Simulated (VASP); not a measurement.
# AlH6 (P6/mmm) in VASP: further runs, part 3 of 3

VASP 6.6.1. The steps go on from the part before.

### 5 Relaxation of cell and atoms, PBE

This run uses another cell than the first one, of 12.32 Å³/atom, 1.072 times its volume.

Contents of INCAR:

```
SYSTEM = AlH6
ALGO = Normal ; EDIFF = 1E-7
EDIFFG = -0.04 ; ENCUT = 600
GGA = PE ; IBRION = 2
ISIF = 3 ; ISMEAR = 0
LASPH = .TRUE. ; LCHARG = .FALSE.
LREAL = .FALSE. ; LWAVE = .FALSE.
NELM = 60 ; NSW = 90
PREC = Accurate ; SIGMA = 0.1
```

Contents of KPOINTS:

```
k-points
0
G
  3 3 6
  0 0 0
```

Contents of POSCAR:

```
AlH6
1.0
    5.9188569797      0.0000000000      0.0000000000
   -2.9594284899      5.1258805058      0.0000000000
    0.0000000000      0.0000000000      2.8415547909
Al H
1 6
Direct
    0.0000000000      0.0000000000      0.5000000000
    0.5649566109      0.0000000000      0.5000000000
    0.0000000000      0.5649566109      0.5000000000
    0.4350433891      0.4350433891      0.5000000000
    0.4350433891      0.0000000000      0.5000000000
    0.0000000000      0.4350433891      0.5000000000
    0.5649566109      0.5649566109      0.5000000000
```

On the command line:

```bash
$ cat potpaw_PBE.64/Al/POTCAR potpaw_PBE.64/H/POTCAR > POTCAR
$ mpirun -np 1 vasp_std > vasp.out
```

Run time: 46 s. Hardware: 1 thread of AMD EPYC 9R45 (Zen 5), shared host; peak memory 0.19 GiB.

It converged, with:

| Property | Result |
| --- | --- |
| Free energy | -22.2854 eV |
| Relaxed volume | 11.70 Å³/atom |
| Relaxed cell | a = 5.931 Å, b = 5.931 Å, c = 2.687 Å, α = 90.00°, β = 90.00°, γ = 120.00° |
| Space group after relaxing (to 0.05 Å) | P6/mmm (No. 191) |
| Energy gained by relaxing | 5.1 meV/atom |
| Ionic steps | 10 |
| Pressure after relaxing | -0.2 GPa |
| Largest force after relaxing | 0.026 eV/Å |

Forces on the atoms (eV/Å):
```
Al   0.000  0.000  0.000
H    0.026  0.000  0.000
H   -0.013  0.023  0.000
H   -0.013 -0.023  0.000
H   -0.026  0.000  0.000
H    0.013 -0.023  0.000
H    0.013  0.023  0.000
```

Stress tensor (GPa, compression positive):
```
-0.30  0.00  0.00
 0.00 -0.30  0.00
 0.00  0.00  0.10
```

Step by step:
```
step  energy change (eV)  largest force (eV/Å)  pressure (GPa)  volume (Å³)
   1              0.0000                0.0780           -0.61        86.21
   2             -0.0099                0.1633           -0.88        85.63
   3             -0.0118                0.3068           -1.04        85.26
   4             -0.0162                0.2685           -0.92        84.95
   5             -0.0263                0.1423           -0.63        84.01
   6             -0.0349                0.1269           -0.06        82.12
   7             -0.0350                0.0975           -0.16        82.34
   8             -0.0350                0.1063           -0.13        82.27
   9             -0.0357                0.0416           -0.16        81.95
  10             -0.0358                0.0262           -0.16        81.88
```

Final structure:
```yaml
crystal:
  lattice:
    - [5.93133, 0.00000, 0.00000]
    - [-2.96567, 5.13668, 0.00000]
    - [0.00000, 0.00000, 2.68731]
  atoms:
    - { symbol: Al, position: [0.00000, 0.00000, 0.50000] }
    - { symbol: H, position: [0.56503, 0.00000, 0.50000] }
    - { symbol: H, position: [0.00000, 0.56503, 0.50000] }
    - { symbol: H, position: [0.43497, 0.43497, 0.50000] }
    - { symbol: H, position: [0.43497, 0.00000, 0.50000] }
    - { symbol: H, position: [0.00000, 0.43497, 0.50000] }
    - { symbol: H, position: [0.56503, 0.56503, 0.50000] }
```

Levels at points of the mesh, in eV from the Fermi level:
```
           k point  band 2  band 3  band 4  band 5  band 6  band 7
(0.00, 0.00, 0.00)   -6.76   -6.76   -4.62   -1.20   -1.20    4.03
(0.00, 0.00, 0.50)   -5.60   -5.60   -1.51    0.25    2.25    2.25
```

Caveat: the k points lie up to 0.41 Å⁻¹ apart in the final cell.

### 6 Relaxation of cell and atoms, PBE

This run uses another cell than the first one, of 7.32 Å³/atom, 0.637 times its volume.

Contents of INCAR:

```
  PREC = Accurate
  ENCUT = 600
  EDIFF = 1E-7
  ISMEAR = 0
  SIGMA = 0.1
  LREAL = F
  LASPH = T
  NELM = 80
  ALGO = Normal
  ISIF = 3
  LWAVE = F
  LCHARG = F
  GGA = PE
  IBRION = 2
  NSW = 90
  EDIFFG = -0.04
```

Contents of KPOINTS:

```
regular mesh
0
Gamma
  6 6 4
```

Contents of POSCAR:

```
AlH6
1.0
    3.8037012400      0.0000000000      0.0000000000
   -1.9018506200      3.2941019000      0.0000000000
    0.0000000000      0.0000000000      4.0907169600
Al H
1 6
Direct
    0.0000000000      0.0000000000      0.5000000000
    0.6352148200      0.0000000000      0.5000000000
    0.0000000000      0.6352148200      0.5000000000
    0.3647851800      0.3647851800      0.5000000000
    0.3647851800      0.0000000000      0.5000000000
    0.0000000000      0.3647851800      0.5000000000
    0.6352148200      0.6352148200      0.5000000000
```

Potentials or basis: VASP PAW PBE potentials, release 64 (Al, H).

On the command line:

```bash
$ cat potpaw_PBE.64/Al/POTCAR potpaw_PBE.64/H/POTCAR > POTCAR
$ mpirun -np 1 vasp_std > vasp.out
```

Wall time 2.2 min (1 thread of AMD EPYC 9R45 (Zen 5), shared host); peak memory 0.14 GiB.

It converged, with:

- Free energy: -21.9916 eV
- Relaxed volume: 10.01 Å³/atom
- Relaxed cell: a = 5.403 Å, b = 5.403 Å, c = 2.773 Å, α = 90.00°, β = 90.00°, γ = 120.00°
- Space group after relaxing (to 0.05 Å): P6/mmm (No. 191)
- Energy gained by relaxing: 1264.6 meV/atom
- Ionic steps: 28
- Pressure after relaxing: 0.0 GPa
- Largest force after relaxing: 0.025 eV/Å

Forces on the atoms (eV/Å):
```
Al   0.000  0.000  0.000
H    0.025  0.000  0.000
H   -0.013  0.022  0.000
H   -0.013 -0.022  0.000
H   -0.025  0.000  0.000
H    0.013 -0.022  0.000
H    0.013  0.022  0.000
```

Stress tensor (GPa, compression positive):
```
-0.18  0.00  0.00
 0.00 -0.18  0.00
 0.00  0.00  0.50
```

The path:
```
step  energy change (eV)  largest force (eV/Å)  pressure (GPa)  volume (Å³)
   1              0.0000                4.9087           55.64        51.26
   2             -6.1947                5.3434           15.44        71.77
   3             -6.4948                2.1122           15.05        67.51
   4             -6.4946                2.7205           14.89        68.46
   5             -7.3342                1.7646           -2.28        82.87
   6             -7.5113                1.0597            1.83        77.60
   7             -7.8373                0.8191           -0.07        82.40
   8             -8.1497                0.1580           -1.13        91.32
   9             -8.1921                0.2984           -1.02        95.47
  10             -8.1943                0.4825           -0.92        96.87
  11             -8.2368                0.8303           -3.55        99.80
  12             -8.2489                0.4420           -2.75        98.86
  13             -8.3360                0.4356           -2.99        98.26
  14             -8.5810                0.3281           -3.10        95.37
  15             -8.1124                0.1502            0.50        84.22
  16             -8.6402                0.1158           -2.40        93.56
  17             -8.6662                0.6306           -1.11        90.26
  18             -8.6664                0.5596           -1.23        90.55
  19             -8.6840                0.5318           -1.21        89.31
  20             -8.7322                0.4630           -1.08        85.66
  21             -8.8042                0.3790           -0.61        78.65
  22             -8.8087                0.3832            1.91        65.70
  23             -8.8353                0.4154            0.46        71.66
  24             -8.8396                0.3371           -1.22        72.26
  25             -8.8465                0.0207           -0.49        71.99
  26             -8.8483                0.0176           -0.44        71.80
  27             -8.8520                0.0068           -0.26        71.23
  28             -8.8521                0.0253            0.05        70.09
```

Final structure:
```xyz
7
Lattice="5.4027 0.0000 0.0000 -2.7013 4.6789 0.0000 0.0000 0.0000 2.7727" Properties=species:S:1:pos:R:3 pbc="T T T"
Al    0.0000    0.0000    1.3864
H     3.0935    0.0000    1.3864
H     3.8560    2.6790    1.3864
H     1.1546    1.9998    1.3864
H     2.3092    0.0000    1.3864
H    -1.1546    1.9998    1.3864
H     1.5467    2.6790    1.3864
```

Levels at points of the mesh, in eV from the Fermi level:
```
           k point  band 1  band 2  band 3  band 4  band 5  band 6  band 7  band 8
(0.00, 0.00, 0.00)   -9.72   -6.69   -6.69   -3.53   -1.32   -1.32    4.21    9.40
(0.50, 0.00, 0.00)   -8.53   -8.32   -6.92   -4.80    0.28    3.14    4.26    4.30
(0.00, 0.00, 0.50)   -8.01   -5.73   -5.73   -1.50    0.94    1.46    1.46    5.44
(0.50, 0.00, 0.50)   -7.20   -6.75   -5.86   -1.18   -1.04    2.95    3.11    5.04
```

Caveat: the k points lie up to 0.57 Å⁻¹ apart in the final cell; the volume moved by over 15 % at a fixed basis, so the end points are rough.

### 7 Summary

| task | cell | k mesh | cutoff (eV) | gap on the mesh (eV) | pressure (GPa) | relaxed volume (Å³/atom) | largest force (eV/Å) |
| --- | --- | --- | --- | --- | --- | --- | --- |
| single point | a = 5.877, b = 5.877, c = 2.689 Å, angles 90.0, 90.0, 120.0°, 7 atoms | 3 × 3 × 6 | 520 | none | -0.3 | - | 0.01 |
| single point | a = 3.804, b = 3.804, c = 4.091 Å, angles 90.0, 90.0, 120.0°, 7 atoms | 6 × 6 × 4 | 520 | none | 55.5 | - | 4.91 |
| single point | a = 5.919, b = 5.919, c = 2.842 Å, angles 90.0, 90.0, 120.0°, 7 atoms | 6 × 6 × 4 | 520 | none | 0.0 | - | 0.01 |
| relaxation of cell and atoms | relaxed from a = 5.919, b = 5.919, c = 2.842 Å, angles 90.0, 90.0, 120.0°, 7 atoms | 3 × 3 × 6 | 600 | none | -0.2 | 11.70 | 0.03 |
| relaxation of cell and atoms | relaxed from a = 3.804, b = 3.804, c = 4.091 Å, angles 90.0, 90.0, 120.0°, 7 atoms | 6 × 6 × 4 | 600 | none | 0.0 | 10.01 | 0.03 |

Alike in all rows: level PBE; potentials or basis VASP PAW PBE potentials, release 64 (Al, H); no spin polarisation; smearing gaussian 0.1 eV.

Caveats: all runs use coarse meshes; forces of over 1 eV/Å act on the atoms, so gaps and moduli don't describe the material at rest (some runs); the volume moved by over 15 % at a fixed basis, so the end points are rough (some runs).

Absolute energies hang on the potentials; compare differences alone.
